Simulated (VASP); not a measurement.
# Sn (Immm) in VASP: further runs

Sn is run at these levels: PBE; tasks: single point.

All numbers are computed with VASP 6.6.1; they aren't measurements. Logs are shortened: lines on timing, memory, paths and dates and some standing lists are left out, and cuts for length are marked.

## Step 1: The cell of the first run

The structure is orthorhombic, space group Immm (No. 71). Conventional cell: a = 3.453 Å, b = 3.551 Å, c = 4.677 Å, α = 90.00°, β = 90.00°, γ = 90.00°. Within 4.5 Å of Sn (site symmetry mmm) lie 12 Sn at 3.41 to 3.55 Å.

## Step 2: Single point, PBE

INCAR

```
SYSTEM = Sn
PREC = Accurate
ENCUT = 520
EDIFF = 1E-7
ISMEAR = -1
SIGMA = 0.05
LREAL = .FALSE.
LASPH = .TRUE.
NELM = 60
ALGO = Normal
ISIF = 2
LWAVE = .FALSE.
LCHARG = .FALSE.
GGA = PE
NBANDS = 13
```

KPOINTS

```
Automatic mesh
0
G
  13 13 13
  0 0 0
```

POSCAR

```
Sn
1.0
   -1.7265390000      1.7755470000      2.3383420000
    1.7265390000     -1.7755470000      2.3383420000
    1.7265390000      1.7755470000     -2.3383420000
Sn
1
Direct
    0.0000000000      0.0000000000      0.0000000000
```

Potentials or basis: VASP PAW PBE potentials, release 64 (Sn_d).

Run with:

```
$ cat potpaw_PBE.64/Sn_d/POTCAR > POTCAR
$ mpirun -np 1 vasp_std > vasp.out
```

OUTCAR:

```text
SYSTEM = Sn
   PREC = Accurate
   ENCUT = 520
   EDIFF = 1E-7
   ISMEAR = -1
   LREAL = .FALSE.
   LASPH = .TRUE.
   NELM = 60
   ISIF = 2
   GGA = PE

 ion  position               nearest neighbor table
   1  0.000  0.000  0.000-

  LATTYP: Found a body centered orthorhombic cell.
 ALAT       =     3.4530780000
 B/A-ratio  =     1.0283851103
 C/A-ratio  =     1.3543522620

  Lattice vectors:

 A1 = (  -1.7265390000,   1.7755470000,   2.3383420000)
 A2 = (   1.7265390000,  -1.7755470000,   2.3383420000)
 A3 = (   1.7265390000,   1.7755470000,  -2.3383420000)

Analysis of symmetry for initial positions (statically):
=====================================================================
 Subroutine PRICEL returns:
 Original cell was already a primitive cell.

 Routine SETGRP: Setting up the symmetry group for a
 body centered orthorhombic supercell.

 Subroutine GETGRP returns: Found  8 space group operations
 (whereof  8 operations were pure point group operations)
 out of a pool of  8 trial point group operations.

The static configuration has the point symmetry D_2h.

Analysis of symmetry for dynamics (positions and initial velocities):
=====================================================================
 Subroutine PRICEL returns:
 Original cell was already a primitive cell.

 Routine SETGRP: Setting up the symmetry group for a
 body centered orthorhombic supercell.

 Subroutine GETGRP returns: Found  8 space group operations
 (whereof  8 operations were pure point group operations)
 out of a pool of  8 trial point group operations.

The dynamic configuration has the point symmetry D_2h.

 Subroutine INISYM returns: Found  8 space group operations
 (whereof  8 operations are pure point group operations),
 and found     1 'primitive' translations

----------------------------------------------------------------------------------------

                                     Primitive cell

  volume of cell :      28.6732

  direct lattice vectors                    reciprocal lattice vectors
    -1.726539000  1.775547000  2.338342000     0.000000000  0.281603359  0.213826720
     1.726539000 -1.775547000  2.338342000     0.289596702  0.000000000  0.213826720
     1.726539000  1.775547000 -2.338342000     0.289596702  0.281603359  0.000000000

  length of vectors
     3.406075069  3.406075069  3.406075069     0.353584952  0.359983494  0.403938983

  position of ions in fractional coordinates (direct lattice)
     0.000000000  0.000000000  0.000000000

[... 77 lines left out ...]
   EDIFFG = 0.1E-05   stopping-criterion for IOM
   NSW    =      0    number of steps for IOM
   IBRION =     -1    ionic relax: 0-MD 1-quasi-New 2-CG
   NFREE  =      0    steps in history (QN), initial steepest desc. (CG)
   ISIF   =      2    stress and relaxation
   ISYM   =      2    0-nonsym 1-usesym 2-fastsym
   POTIM  = 0.5000    time-step for ionic-motion
   TEBEG  =    0.0;   TEEND  =   0.0 temperature during run
   PSTRESS=    0.0 pullay stress
   NELECT =      14.0000    total number of electrons
   NUPDOWN=      -1.0000    fix difference up-down
   EMIN   =  10.00;   EMAX   =-10.00  energy-range for DOS
   EFERMI =   0.00;   METHOD = LEGACY
   ISMEAR =    -1;   SIGMA  =   0.05  broadening in eV -4-tet -1-fermi 0-gaus
   EFERMI_NEDOS =   21; number of points for ismear=-14 and -15
   IALGO  =     38    algorithm
   IMIX   =      4    mixing-type and parameters
     AMIX     =   0.40;   BMIX     =  1.00
     AMIX_MAG =   1.60;   BMIX_MAG =  1.00
  volume/ion in A,a.u.               =      28.67       193.50
  Fermi-wavevector in a.u.,A,eV,Ry     =   1.289116  2.436076 22.610433  1.661820
  Thomas-Fermi vector in A             =   2.421028
   LORBIT       =      0    0 simple, 1 ext, 2 COOP (PROOUT), +10 PAW based schemes
   GGA     = PE    functional components
   LHFCALC =     F    Hartree Fock is set to
   AEXX    =    0.0000 exact exchange contribution
   IVDW    =     0    specifies the selected vdW correction
   LEPSILON=     F    determine dielectric tensor
   LRPA    =     F    only Hartree local field effects (RPA)
 non-spin polarized calculation
  energy-cutoff  :      520.00
  volume of cell :       28.67
 maximum number of plane-waves:       787
 NGX is ok and might be reduce to    28
   NGX = 13   NGY = 13   NGZ = 13

 number of electron      13.9999998 magnetization

 Free energy of the ion-electron system (eV)
  ---------------------------------------------------
  ext. energy  EPLUGINS =         0.00000000
  ---------------------------------------------------
  free energy    TOTEN  =        -3.78252250 eV

  energy without entropy =       -3.77747857  energy(sigma->0) =       -3.78000054

 E-fermi :   7.5656     XC(G=0): -10.1145

 val. band max:        7.5632540879   @ k =  -0.3077  -0.3846   0.1538
 cond. band min:       7.5688983963   @ k =   0.3846   0.3077   0.1538
 fundamental gap:      0.0056443085
 Fermi energy:         7.5656192964

 k-point     1 :       0.0000    0.0000    0.0000
  band No.  band energies     occupation
      1     -14.0490      2.00000
      2     -14.0356      2.00000
      3     -14.0156      2.00000
      4     -13.9865      2.00000
      5     -13.9514      2.00000
      6      -3.2500      2.00000
      7      14.5429      0.00000
      8      14.6868      0.00000
      9      15.0905      0.00000
     10      18.1240      0.00000
     11      18.6350      0.00000
     12      19.1451      0.00000
     13      19.3029      0.00000
[... 354 lines left out ...]
  band No.  band energies     occupation
      1     -14.0255      2.00000
      2     -14.0240      2.00000
      3     -13.9920      2.00000
      4     -13.9634      2.00000
      5     -13.9265      2.00000
      6      -1.2586      2.00000
      7       7.5523      1.13212
      8      10.0014      0.00000
      9      13.9916      0.00000
     10      17.4796      0.00000
     11      18.8074      0.00000
     12      19.5539      0.00000
     13      20.4937      0.00000

 [... further k-points ...]
[... 5 lines left out ...]
  --------------------------------------------------------------------------------------
  -------------------------------------------------------------------------------------
  Total       -0.1135460     -0.2265339     -0.2121337      0.0000000      0.0000000      0.0000000
  in kB       -6.3446247    -12.6580627    -11.8534185      0.0000000      0.0000000      0.0000000
  external PRESSURE =     -10.2853686 kB  Pullay stress =       0.0000000 kB

 VOLUME and BASIS-vectors are now :
 -----------------------------------------------------------------------------
  energy-cutoff  :      520.00
  volume of cell :       28.67
      direct lattice vectors                 reciprocal lattice vectors
    -1.726539000  1.775547000  2.338342000     0.000000000  0.281603359  0.213826720
     1.726539000 -1.775547000  2.338342000     0.289596702  0.000000000  0.213826720
     1.726539000  1.775547000 -2.338342000     0.289596702  0.281603359  0.000000000

 POSITION                                       TOTAL-FORCE (eV/Angst)
 -----------------------------------------------------------------------------------
      0.00000      0.00000      0.00000         0.000000      0.000000      0.000000
 -----------------------------------------------------------------------------------
    total drift:                                0.000000     -0.000000     -0.000000

  FREE ENERGIE OF THE ION-ELECTRON SYSTEM (eV)
  ---------------------------------------------------
  free  energy   TOTEN  =        -3.7825225007 eV

  energy  without entropy=       -3.7774785724  energy(sigma->0) =       -3.78000054
```

OSZICAR:

```text
N       E                     dE             d eps       ncg     rms          rms(c)
DAV:   1     0.808027846152E+02    0.80803E+02   -0.71855E+03  9174   0.157E+03
DAV:   2     0.200404681779E+01   -0.78799E+02   -0.76234E+02  9478   0.338E+02
DAV:   3    -0.366900940310E+01   -0.56731E+01   -0.56529E+01 10678   0.737E+01
DAV:   4    -0.378902594810E+01   -0.12002E+00   -0.11999E+00 10887   0.115E+01
DAV:   5    -0.379319015072E+01   -0.41642E-02   -0.41641E-02 11791   0.208E+00    0.118E+00
DAV:   6    -0.378517063182E+01    0.80195E-02   -0.91869E-03 11589   0.158E+00    0.656E-01
DAV:   7    -0.378261672016E+01    0.25539E-02   -0.60174E-03 11558   0.124E+00    0.873E-02
DAV:   8    -0.378252193823E+01    0.94782E-04   -0.63266E-04 11031   0.421E-01    0.217E-02
DAV:   9    -0.378252177338E+01    0.16485E-06   -0.11029E-05 11994   0.421E-02    0.144E-02
DAV:  10    -0.378252247471E+01   -0.70134E-06   -0.25620E-06 11306   0.200E-02    0.109E-03
DAV:  11    -0.378252258291E+01   -0.10820E-06   -0.10829E-07  7824   0.532E-03    0.236E-04
DAV:  12    -0.378252247713E+01    0.10579E-06   -0.19896E-08  6184   0.192E-03    0.197E-04
DAV:  13    -0.378252250071E+01   -0.23581E-07   -0.10921E-08  5579   0.168E-03
   1 F= -.37825225E+01 E0= -.37800005E+01  d E =-.504393E-02
```

Wall time 2.2 min (1 thread of Intel Xeon Platinum 8259CL at 2.50GHz (Skylake/Cascade Lake), shared host); peak memory 0.25 GiB.

What came out:

| Property | Result |
| --- | --- |
| Free energy | -3.7825 eV |
| Pressure | -1.0 GPa |
| Band gap on the k mesh | zero (band 7 reaches 14.54 eV, above the bottom of band 8 at 5.56 eV) |

Caveat: spin-orbit coupling is left out, which moves the levels of the heavy elements.

## Step 3: Single point, PBE

INCAR

```
SYSTEM = Sn
PREC     = Accurate       ! precision mode
ENCUT    = 520            ! plane-wave cutoff, eV
EDIFF    = 1E-7           ! SCF threshold, eV
ISMEAR   = -1             ! smearing method
SIGMA    = 0.05           ! smearing width, eV
LREAL    = .FALSE.        ! projectors in reciprocal space
LASPH    = .TRUE.         ! aspherical terms in the spheres
NELM     = 100            ! most SCF steps
ALGO     = Fast           ! electronic algorithm
ISIF     = 2              ! what is computed and relaxed
LWAVE    = .FALSE.        ! write WAVECAR
LCHARG   = .FALSE.        ! write CHGCAR
GGA      = PE             ! functional
NBANDS   = 13             ! bands
```

KPOINTS

```
Automatic mesh
0
G
  16 16 16
  0 0 0
```

POSCAR is that of step 2.

Potentials or basis: VASP PAW PBE potentials, release 64 (Sn_d).

Run with:

```
$ cat potpaw_PBE.64/Sn_d/POTCAR > POTCAR
$ mpirun -np 1 vasp_std > vasp.out
```

OUTCAR:

```text
SYSTEM = Sn
   PREC = Accurate
   ENCUT = 520
   EDIFF = 1E-7
   ISMEAR = -1
   LREAL = .FALSE.
   LASPH = .TRUE.
   NELM = 100
   ISIF = 2
   GGA = PE

 ion  position               nearest neighbor table
   1  0.000  0.000  0.000-

  LATTYP: Found a body centered orthorhombic cell.
 ALAT       =     3.4530780000
 B/A-ratio  =     1.0283851103
 C/A-ratio  =     1.3543522620

  Lattice vectors:

 A1 = (  -1.7265390000,   1.7755470000,   2.3383420000)
 A2 = (   1.7265390000,  -1.7755470000,   2.3383420000)
 A3 = (   1.7265390000,   1.7755470000,  -2.3383420000)

Analysis of symmetry for initial positions (statically):
=====================================================================
 Subroutine PRICEL returns:
 Original cell was already a primitive cell.

 Routine SETGRP: Setting up the symmetry group for a
 body centered orthorhombic supercell.

 Subroutine GETGRP returns: Found  8 space group operations
 (whereof  8 operations were pure point group operations)
 out of a pool of  8 trial point group operations.

The static configuration has the point symmetry D_2h.

[... 170 lines left out ...]
      3     -14.0171      2.00000
      4     -13.9881      2.00000
      5     -13.9532      2.00000
      6      -3.2503      2.00000
      7      14.5420      0.00000
      8      14.6861      0.00000
      9      15.0908      0.00000
     10      18.1240      0.00000
     11      18.6347      0.00000
     12      19.1449      0.00000
     13      19.3028      0.00000
[... 354 lines left out ...]
  band No.  band energies     occupation
      1     -14.0499      2.00000
      2     -14.0270      2.00000
      3     -14.0100      2.00000
      4     -13.9886      2.00000
      5     -13.9520      2.00000
      6      -2.9807      2.00000
      7      12.6686      0.00000
      8      13.8690      0.00000
      9      14.5119      0.00000
     10      17.1420      0.00000
     11      19.4308      0.00000
     12      19.9369      0.00000
     13      20.1678      0.00000

 [... further k-points ...]

------------------------ aborting loop because EDIFF is reached ----------------------------------------

  FORCE on cell =-STRESS in cart. coord.  units (eV):
  Direction    XX          YY          ZZ          XY          YZ          ZX
  --------------------------------------------------------------------------------------
  -------------------------------------------------------------------------------------
  Total       -0.1251276     -0.2447117     -0.1987839     -0.0000000      0.0000000      0.0000000
  in kB       -6.9917671    -13.6737830    -11.1074702     -0.0000000      0.0000000      0.0000000
  external PRESSURE =     -10.5910068 kB  Pullay stress =       0.0000000 kB

 VOLUME and BASIS-vectors are now :
 -----------------------------------------------------------------------------
  energy-cutoff  :      520.00
  volume of cell :       28.67
      direct lattice vectors                 reciprocal lattice vectors
    -1.726539000  1.775547000  2.338342000     0.000000000  0.281603359  0.213826720
     1.726539000 -1.775547000  2.338342000     0.289596702  0.000000000  0.213826720
     1.726539000  1.775547000 -2.338342000     0.289596702  0.281603359  0.000000000

 POSITION                                       TOTAL-FORCE (eV/Angst)
 -----------------------------------------------------------------------------------
      0.00000      0.00000      0.00000        -0.000000      0.000000      0.000000
 -----------------------------------------------------------------------------------
    total drift:                               -0.000000     -0.000000     -0.000000

  FREE ENERGIE OF THE ION-ELECTRON SYSTEM (eV)
  ---------------------------------------------------
  free  energy   TOTEN  =        -3.7848441508 eV

  energy  without entropy=       -3.7799519355  energy(sigma->0) =       -3.78239804
```

It took 5.3 min on 1 thread of Intel Xeon Platinum 8259CL at 2.50GHz (Skylake/Cascade Lake), shared host; peak memory 0.33 GiB.

Results:

```yaml
Free_energy: -3.7848 eV
Pressure: -1.1 GPa
Band_gap_on_the_k_mesh: zero (band 7 reaches 14.54 eV, above the bottom of band 8 at 5.53 eV)
```

Caveat: spin-orbit coupling is left out, which moves the levels of the heavy elements.
